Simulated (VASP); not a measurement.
# Mg (I4_1/amd) in VASP: further runs

Runs on Mg. Level: PBEsol. Tasks: single point, relaxation of cell and atoms.

Everything below comes from runs of VASP 6.6.1. Logs are shortened: lines on timing, memory, paths and dates and some standing lists are left out, and cuts for length are marked.

## Step 1: The cell of the first run

Symmetry: I4_1/amd, No. 141, tetragonal system. Conventional cell: a = 5.775 Å, b = 5.775 Å, c = 3.014 Å, α = 90.00°, β = 90.00°, γ = 90.00°. Within 3.9 Å of Mg (site symmetry -4m2) lie 10 Mg at 2.98 to 3.67 Å.

## Step 2: Single point, PBEsol

File INCAR:

```
SYSTEM = Mg
PREC = Accurate
ENCUT = 520
EDIFF = 1E-6
ISMEAR = 0
SIGMA = 0.1
LREAL = .False.
LASPH = .True.
NELM = 60
ALGO = Fast
ISIF = 2
LWAVE = .False.
LCHARG = .False.
GGA = PS
NBANDS = 9
```

File KPOINTS:

```
regular mesh
0
Gamma
  20 20 20
  0 0 0
```

File POSCAR:

```
Mg
1.0
   -2.8877289077      2.8877289077      1.5071675776
    2.8877289077     -2.8877289077      1.5071675776
    2.8877289077      2.8877289077     -1.5071675776
Mg
2
Direct
    0.0000000000      0.0000000000      0.0000000000
    0.7500000000      0.2500000000      0.5000000000
```

Potentials or basis: VASP PAW PBE potentials, release 64 (Mg).

Launch:

```sh
$ cat potpaw_PBE.64/Mg/POTCAR > POTCAR
$ mpirun -np 1 vasp_std > vasp.out
```

OUTCAR:

```text
SYSTEM = Mg
   PREC = Accurate
   ENCUT = 520
   EDIFF = 1E-6
   ISMEAR = 0
   LREAL = .False.
   LASPH = .True.
   NELM = 60
   ISIF = 2
   GGA = PS

 ion  position               nearest neighbor table
   1  0.000  0.000  0.000-   2 2.98   2 2.98   2 2.98   2 2.98
   2  0.750  0.250  0.500-   1 2.98   1 2.98   1 2.98   1 2.98

  LATTYP: Found a body centered tetragonal cell.
 ALAT       =     5.7754578154
 C/A-ratio  =     0.5219214219

  Lattice vectors:

 A1 = (  -2.8877289077,   2.8877289077,   1.5071675776)
 A2 = (   2.8877289077,  -2.8877289077,   1.5071675776)
 A3 = (   2.8877289077,   2.8877289077,  -1.5071675776)

Analysis of symmetry for initial positions (statically):
=====================================================================
 Subroutine PRICEL returns:
 Original cell was already a primitive cell.

 Routine SETGRP: Setting up the symmetry group for a
 body centered tetragonal supercell.

 Subroutine GETGRP returns: Found 16 space group operations
 (whereof  8 operations were pure point group operations)
 out of a pool of 16 trial point group operations.

The static configuration has the point symmetry D_2d.
 The point group associated with its full space group is D_4h.

Analysis of symmetry for dynamics (positions and initial velocities):
=====================================================================
 Subroutine PRICEL returns:
 Original cell was already a primitive cell.

 Routine SETGRP: Setting up the symmetry group for a
 body centered tetragonal supercell.

 Subroutine GETGRP returns: Found 16 space group operations
 (whereof  8 operations were pure point group operations)
 out of a pool of 16 trial point group operations.

The dynamic configuration has the point symmetry D_2d.
 The point group associated with its full space group is D_4h.

 Subroutine INISYM returns: Found 16 space group operations
 (whereof  8 operations are pure point group operations),
 and found     1 'primitive' translations

----------------------------------------------------------------------------------------

                                     Primitive cell

  volume of cell :      50.2730

  direct lattice vectors                    reciprocal lattice vectors
    -2.887728908  2.887728908  1.507167578     0.000000000  0.173146447  0.331748113
     2.887728908 -2.887728908  1.507167578     0.173146447  0.000000000  0.331748113
     2.887728908  2.887728908 -1.507167578     0.173146447  0.173146447  0.000000000

  length of vectors
     4.353103559  4.353103559  4.353103559     0.374214514  0.374214514  0.244866053

  position of ions in fractional coordinates (direct lattice)
     0.000000000  0.000000000  0.000000000
     0.750000000  0.250000000  0.500000000

  ion indices of the primitive-cell ions
   primitive index   ion index
                 1           1
                 2           2

----------------------------------------------------------------------------------------

 KPOINTS: regular mesh

Automatic generation of k-mesh.
 Grid dimensions read from file:
 generate k-points for:   20   20   20

 Generating k-lattice:

  Cartesian coordinates                     Fractional coordinates (reciprocal lattice)
     0.000000000  0.008657322  0.016587406     0.050000000  0.000000000  0.000000000
     0.008657322  0.000000000  0.016587406     0.000000000  0.050000000  0.000000000
     0.008657322  0.008657322  0.000000000     0.000000000  0.000000000  0.050000000

  Length of vectors
     0.018710726  0.018710726  0.012243303

  Shift w.r.t. Gamma in fractional coordinates (k-lattice)
     0.000000000  0.000000000  0.000000000

 Subroutine IBZKPT returns following result:
 ===========================================

 Found    641 irreducible k-points:

 Following reciprocal coordinates:
            Coordinates               Weight
  0.000000  0.000000  0.000000      1.000000
  0.050000 -0.000000  0.000000      8.000000
  0.100000  0.000000 -0.000000      8.000000
  0.150000 -0.000000  0.000000      8.000000
  0.200000  0.000000 -0.000000      8.000000
  0.250000 -0.000000  0.000000      8.000000
[... 16 lines left out ...]
 -0.400000  0.050000  0.000000     16.000000
 -0.350000  0.050000 -0.000000     16.000000
 [... further k-points ...]
   k-points           NKPTS =    641   k-points in BZ     NKDIM =    641   number of bands    NBANDS=      9
   number of dos      NEDOS =    301   number of ions     NIONS =      2
   total plane-waves  NPLWV =  32768
   dimension x,y,z NGX =    32 NGY =   32 NGZ =   32
   dimension x,y,z NGXF=    64 NGYF=   64 NGZF=   64
   ions per type =               2
   NGX,Y,Z   is equivalent  to a cutoff of  12.22, 12.22, 12.22 a.u.
   NGXF,Y,Z  is equivalent  to a cutoff of  24.44, 24.44, 24.44 a.u.
 SYSTEM =  Mg
   PREC   = accura    normal or accurate (medium, high low for compatibility)
   ISTART =      0    job   : 0-new  1-cont  2-samecut
   ICHARG =      2    charge: 1-file 2-atom 10-const
   ISPIN  =      1    spin polarized calculation?
   LNONCOLLINEAR =      F non collinear calculations
   LSORBIT =      F    spin-orbit coupling
   LASPH  =      T    aspherical Exc in radial PAW
   ENCUT  =  520.0 eV  38.22 Ry    6.18 a.u.   8.09  8.09  8.09*2*pi/ulx,y,z
   NELM   =     60;   NELMIN=  2; NELMDL= -5     # of ELM steps
   EDIFF  = 0.1E-05   stopping-criterion for ELM
   LREAL  =      F    real-space projection
   EDIFFG = 0.1E-04   stopping-criterion for IOM
   NSW    =      0    number of steps for IOM
   IBRION =     -1    ionic relax: 0-MD 1-quasi-New 2-CG
   NFREE  =      0    steps in history (QN), initial steepest desc. (CG)
   ISIF   =      2    stress and relaxation
   ISYM   =      2    0-nonsym 1-usesym 2-fastsym
   POTIM  = 0.5000    time-step for ionic-motion
   TEBEG  =    0.0;   TEEND  =   0.0 temperature during run
   PSTRESS=    0.0 pullay stress
   NELECT =       4.0000    total number of electrons
   NUPDOWN=      -1.0000    fix difference up-down
   EMIN   =  10.00;   EMAX   =-10.00  energy-range for DOS
   EFERMI =   0.00;   METHOD = LEGACY
   ISMEAR =     0;   SIGMA  =   0.10  broadening in eV -4-tet -1-fermi 0-gaus
   EFERMI_NEDOS =   21; number of points for ismear=-14 and -15
   IALGO  =     68    algorithm
   IMIX   =      4    mixing-type and parameters
     AMIX     =   0.40;   BMIX     =  1.00
     AMIX_MAG =   1.60;   BMIX_MAG =  1.00
  volume/ion in A,a.u.               =      25.14       169.63
  Fermi-wavevector in a.u.,A,eV,Ry     =   0.704125  1.330604  6.745668  0.495793
  Thomas-Fermi vector in A             =   1.789282
   LORBIT       =      0    0 simple, 1 ext, 2 COOP (PROOUT), +10 PAW based schemes
   GGA     = PS    functional components
   LHFCALC =     F    Hartree Fock is set to
   AEXX    =    0.0000 exact exchange contribution
   IVDW    =     0    specifies the selected vdW correction
   LEPSILON=     F    determine dielectric tensor
   LRPA    =     F    only Hartree local field effects (RPA)
 non-spin polarized calculation
 RMM-DIIS sequential band-by-band and
 Gauss-broadening in eV      SIGMA  =   0.10
  energy-cutoff  :      520.00
  volume of cell :       50.27
 maximum number of plane-waves:      1372
   NGX = 17   NGY = 17   NGZ = 17

 number of electron       4.0000000 magnetization

 Free energy of the ion-electron system (eV)
  ---------------------------------------------------
  ext. energy  EPLUGINS =         0.00000000
  ---------------------------------------------------
  free energy    TOTEN  =        -2.89070655 eV

  energy without entropy =       -2.88566718  energy(sigma->0) =       -2.88818686

 E-fermi :   2.1043     XC(G=0):  -8.2409

 val. band max:        2.1042286951   @ k =  -0.1500   0.1500   0.1500
 cond. band min:       2.1062589498   @ k =  -0.2500   0.4000   0.1500
 fundamental gap:      0.0020302547
 Fermi energy:         2.1042686509

 k-point     1 :       0.0000    0.0000    0.0000
  band No.  band energies     occupation
      1      -4.4310      2.00000
      2       3.7455      0.00000
      3       3.7455      0.00000
      4       4.8195      0.00000
      5       4.9074      0.00000
      6      10.9208      0.00000
      7      12.4146      0.00000
      8      12.6842      0.00000
      9      12.6842      0.00000

 k-point     2 :       0.0500   -0.0000    0.0000
  band No.  band energies     occupation
      1      -4.3782      2.00000
      2       3.6474      0.00000
      3       3.6552      0.00000
      4       5.0051      0.00000
      5       5.0963      0.00000
      6      10.7767      0.00000
      7      11.9906      0.00000
      8      12.7125      0.00000
      9      12.9371      0.00000

 k-point     3 :       0.1000    0.0000   -0.0000
  band No.  band energies     occupation
      1      -4.2200      2.00000
      2       3.4727      0.00000
      3       3.4920      0.00000
      4       5.4371      0.00000
      5       5.5550      0.00000
      6      10.4012      0.00000
      7      11.2068      0.00000
      8      12.5692      0.00000
      9      12.5727      0.00000

 k-point     4 :       0.1500   -0.0000    0.0000
  band No.  band energies     occupation
      1      -3.9569      2.00000
      2       3.3359      0.00000
      3       3.3656      0.00000
      4       5.9773      0.00000
      5       6.1728      0.00000
      6       9.8519      0.00000
      7      10.0552      0.00000
      8      11.4144      0.00000
      9      11.6299      0.00000

 k-point     5 :       0.2000    0.0000   -0.0000
  band No.  band energies     occupation
      1      -3.5896      2.00000
      2       3.2737      0.00000
      3       3.3138      0.00000
      4       6.4948      0.00000
      5       6.9082      0.00000
      6       8.6320      0.00000
      7       9.4302      0.00000
      8      10.2247      0.00000
      9      10.8649      0.00000

 k-point     6 :       0.2500   -0.0000    0.0000
  band No.  band energies     occupation
      1      -3.1194      2.00000
      2       3.2964      0.00000
      3       3.3492      0.00000
      4       6.4499      0.00000
      5       7.7251      0.00000
      6       7.7640      0.00000
      7       9.0159      0.00000
      8       9.1527      0.00000
      9      10.2675      0.00000
[... 169 lines left out ...]
 k-point    21 :       0.5000    0.0500    0.0000
  band No.  band energies     occupation
      1      -0.0302      2.00000
      2       1.5577      2.00000
      3       3.7579      0.00000
      4       4.4789      0.00000
      5       5.5418      0.00000
      6       6.2124      0.00000
      7       8.6209      0.00000
      8      10.0060      0.00000
      9      12.2969      0.00000

 k-point    22 :      -0.4500    0.0500   -0.0000
  band No.  band energies     occupation
      1      -0.9109      2.00000
      2       2.6386      0.00000
      3       3.3754      0.00000
      4       4.1480      0.00000
      5       6.0877      0.00000
      6       6.8166      0.00000
      7       8.6528      0.00000
      8      10.2083      0.00000
      9      11.2907      0.00000

 k-point    23 :      -0.4000    0.0500    0.0000
  band No.  band energies     occupation
      1      -1.7001      2.00000
      2       2.9828      0.00000
      3       3.7208      0.00000
      4       4.0172      0.00000
      5       6.7427      0.00000
      6       7.4924      0.00000
      7       8.7747      0.00000
      8      10.1179      0.00000
      9      10.5445      0.00000

 k-point    24 :      -0.3500    0.0500   -0.0000
  band No.  band energies     occupation
      1      -2.3925      2.00000
      2       2.7654      0.00000
      3       3.5826      0.00000
      4       5.1557      0.00000
      5       7.3796      0.00000
      6       8.1873      0.00000
      7       8.7840      0.00000
      8       9.4435      0.00000
      9      10.1586      0.00000

 [... further k-points ...]

------------------------ aborting loop because EDIFF is reached ----------------------------------------

  FORCE on cell =-STRESS in cart. coord.  units (eV):
  Direction    XX          YY          ZZ          XY          YZ          ZX
  --------------------------------------------------------------------------------------
  -------------------------------------------------------------------------------------
  Total       -0.0056955     -0.0056955     -0.0123694      0.0000000     -0.0000000      0.0000000
  in kB       -0.1815128     -0.1815128     -0.3942067      0.0000000     -0.0000000      0.0000000
  external PRESSURE =      -0.2524108 kB  Pullay stress =       0.0000000 kB

 VOLUME and BASIS-vectors are now :
 -----------------------------------------------------------------------------
  energy-cutoff  :      520.00
  volume of cell :       50.27
      direct lattice vectors                 reciprocal lattice vectors
    -2.887728908  2.887728908  1.507167578     0.000000000  0.173146447  0.331748113
     2.887728908 -2.887728908  1.507167578     0.173146447  0.000000000  0.331748113
     2.887728908  2.887728908 -1.507167578     0.173146447  0.173146447  0.000000000

 POSITION                                       TOTAL-FORCE (eV/Angst)
 -----------------------------------------------------------------------------------
      0.00000      0.00000      0.00000         0.000000     -0.000000      0.000000
     -0.00000      2.88773      0.75358        -0.000000      0.000000     -0.000000
 -----------------------------------------------------------------------------------
    total drift:                               -0.000000     -0.000000     -0.000000

  FREE ENERGIE OF THE ION-ELECTRON SYSTEM (eV)
  ---------------------------------------------------
  free  energy   TOTEN  =        -2.8907065503 eV

  energy  without entropy=       -2.8856671782  energy(sigma->0) =       -2.88818686
```

Wall time 3.4 min (1 thread of Oxide Virtual Turin-like, shared host); peak memory 0.36 GiB.

Results:

```
Free energy            : -2.8907 eV
Pressure               : 0.0 GPa
Band gap on the k mesh : zero (bands 2 and 3 overlap by 5.16 eV)
```

Levels at points of the mesh, in eV from the Fermi level:
```tsv
k point	band 1	band 2	band 3	band 4	band 5	band 6	band 7
(0.00, 0.00, 0.00)	-6.54	1.64	1.64	2.72	2.80	8.82	10.31
(0.50, 0.00, 0.00)	-1.50	-1.27	2.30	2.61	3.14	3.38	7.10
(0.50, 0.50, 0.00)	-4.30	-4.30	3.63	3.63	4.90	4.90	10.70
(0.50, 0.50, 0.50)	-2.20	-2.20	-2.03	-2.03	8.85	8.85	14.04
```

Caveat: the PAW data sets were made with another functional, which shifts forces and pressure a little.

## Step 3: Relaxation of cell and atoms, PBEsol

This run uses another cell than the first one, of 22.99 Å³/atom.

File INCAR:

```
PREC = Accurate
ENCUT = 600
EDIFF = 1E-7
ISMEAR = 0
SIGMA = 0.1
LREAL = False
LASPH = True
NELM = 80
ALGO = Fast
ISIF = 3
LWAVE = False
LCHARG = False
GGA = PS
IBRION = 2
NSW = 100
EDIFFG = -0.01
```

File KPOINTS:

```
regular mesh
0
Gamma
  20 20 20
```

File POSCAR:

```
Mg
1.0
   -2.7622123588      2.7622123588      1.5068378307
    2.7622123588     -2.7622123588      1.5068378307
    2.7622123588      2.7622123588     -1.5068378307
Mg
2
Direct
    0.0000000000      0.0000000000      0.0000000000
    0.7500000000      0.2500000000      0.5000000000
```

Potentials or basis: VASP PAW PBE potentials, release 64 (Mg).

Launch:

```sh
$ cat potpaw_PBE.64/Mg/POTCAR > POTCAR
$ mpirun -np 1 vasp_std > vasp.out
```

Wall time 20 min (1 thread of Oxide Virtual Turin-like, shared host); peak memory 0.39 GiB.

The run converged. Its results:

| Quantity | Value |
| --- | --- |
| Free energy | -2.8908 eV |
| Relaxed volume | 25.11 Å³/atom |
| Relaxed cell | a = 4.352 Å, b = 4.352 Å, c = 4.352 Å, α = 96.88°, β = 96.88°, γ = 139.49° |
| Space group after relaxing (to 0.1 Å) | I4_1/amd (No. 141) |
| Energy gained by relaxing | 23.4 meV/atom |
| Ionic steps | 6 |
| Pressure after relaxing | 0.0 GPa |
| Band gap on the k mesh | zero (bands 2 and 3 overlap by 5.16 eV) |

Step by step:
| step | energy change (eV) | largest force (eV/Å) | pressure (GPa) | volume (Å³) |
| --- | --- | --- | --- | --- |
| 1 | 0.0000 | 0.0000 | 2.83 | 45.99 |
| 2 | -0.0395 | 0.0000 | 0.84 | 48.74 |
| 3 | -0.0456 | 0.0000 | -0.30 | 50.75 |
| 4 | -0.0457 | 0.0000 | -0.18 | 50.51 |
| 5 | -0.0465 | 0.0000 | -0.08 | 50.35 |
| 6 | -0.0467 | 0.0000 | 0.00 | 50.23 |

Final structure:
```
CELL_PARAMETERS angstrom
-2.88691 2.88691 1.50662
2.88691 -2.88691 1.50662
2.88691 2.88691 -1.50662
ATOMIC_POSITIONS crystal
Mg 0.00000 0.00000 0.00000
Mg 0.75000 0.25000 0.50000
```

Levels at points of the mesh, in eV from the Fermi level:
```
           k point  band 1  band 2  band 3  band 4  band 5  band 6
(0.00, 0.00, 0.00)   -6.54    1.64    1.64    2.72    2.80    8.82
(0.50, 0.00, 0.00)   -1.50   -1.27    2.30    2.61    3.14    3.39
(0.50, 0.50, 0.00)   -4.30   -4.30    3.63    3.63    4.90    4.90
(0.50, 0.50, 0.50)   -2.20   -2.20   -2.03   -2.03    8.85    8.85
```

Caveat: the PAW data sets were made with another functional, which shifts forces and pressure a little.
